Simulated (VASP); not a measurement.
Write the native input for VASP 6.6.1 that does the following.

```yaml
Task: single point
Functional: LDA
Potentials_or_basis: VASP PAW LDA potentials, release 64 (Ta_pv, N)
Cutoff: 520 eV
k_mesh: 14 × 14 × 4
Occupations: gaussian, width 0.15 eV
Spin: no spin polarisation
Dipole_correction: no
Further_INCAR_settings: ALGO = Fast; EDIFF = 1e-06; NBANDS = 42; ISYM = 0
```

The structure of TaN lies in POSCAR:

```
TaN
1.0
   -3.1035877079      0.0000000000      0.0000000000
   -1.5517938539     -2.6877857979      0.0000000000
   -0.7758969270     -1.3438928990     12.0200957435
Ta N
4 4
Direct
    0.3333333333     -0.1259792434      0.9186251535
    0.3333333333      0.1240207566      0.4186251535
    0.6666666667      0.5823540899      0.1686251535
    0.6666666667      0.3323540899      0.6686251535
    0.3333333333      0.2926459101      0.0813748465
    0.3333333333      0.0426459101      0.5813748465
    0.6666666667      0.5009792434      0.3313748465
    0.6666666667      0.2509792434      0.8313748465
```

One way to write it, as run:

INCAR

```
ALGO = Fast
EDIFF = 1E-6
ENCUT = 520
GGA = CA
ISIF = 2
ISMEAR = 0
ISYM = 0
LASPH = T
LCHARG = T
LELF = T
LREAL = F
LVHAR = T
LWAVE = F
NBANDS = 42
NELM = 60
PREC = Accurate
SIGMA = 0.15
```

KPOINTS

```
k-points
0
Gamma
  14 14 4
```

Potentials or basis: VASP PAW LDA potentials, release 64 (Ta_pv, N).

Launch:

```console
$ cat potpaw_LDA.64/Ta_pv/POTCAR potpaw_LDA.64/N/POTCAR > POTCAR
$ mpirun -np 1 vasp_std > vasp.out
```

It gave:

The pressure is -3.3 GPa, the largest force is 2.776 eV/Å and the band gap on the k mesh is zero (bands 32 and 33 overlap by 0.40 eV).

Caveat: the cell stands under tension; spin-orbit coupling is left out, which moves the levels of the heavy elements; forces of over 1 eV/Å act on the atoms, so gaps and moduli don't describe the material at rest.

Wall time 30 min on 1 thread of Oxide Virtual Turin-like Processor (shared host), peak memory 1.1 GiB.
